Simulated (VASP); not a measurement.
Here is a VASP 6.6.1 calculation.

INCAR

```
PREC = Accurate ; ENCUT = 520
EDIFF = 1E-7 ; ISMEAR = -1
SIGMA = 0.05 ; LREAL = False
LASPH = True ; NELM = 150
ALGO = Normal ; ISIF = 2
LWAVE = False ; LCHARG = False
ISPIN = 2 ; MAGMOM = 1 1 1
LORBIT = 11 ; LMAXMIX = 4
GGA = PE ; NBANDS = 26
```

KPOINTS

```
Automatic mesh
0
Gamma
  9 9 13
```

File POSCAR:

```
Pt
1.0
    4.6535173260      0.0000000000      0.0000000000
   -2.3267586630      4.0300642213      0.0000000000
    0.0000000000      0.0000000000      2.7689131673
Pt
3
Direct
    1.0000000000      1.0000000000      1.0000000000
    0.3333333333      0.6666666667      0.5000000000
    0.6666666667      0.3333333333      0.5000000000
```

Potentials or basis: VASP PAW PBE potentials, release 64 (Pt).

The run is started by

```sh
$ cat potpaw_PBE.64/Pt/POTCAR > POTCAR
$ mpirun -np 1 vasp_std > vasp.out
```

(1) Predict the band gap on the k mesh.

(2) Estimate the net moment.

Results:

(1) zero (filled and empty bands overlap).

(2) 0.00 μB per cell.

Caveat: spin-orbit coupling is left out, which moves the levels of the heavy elements.
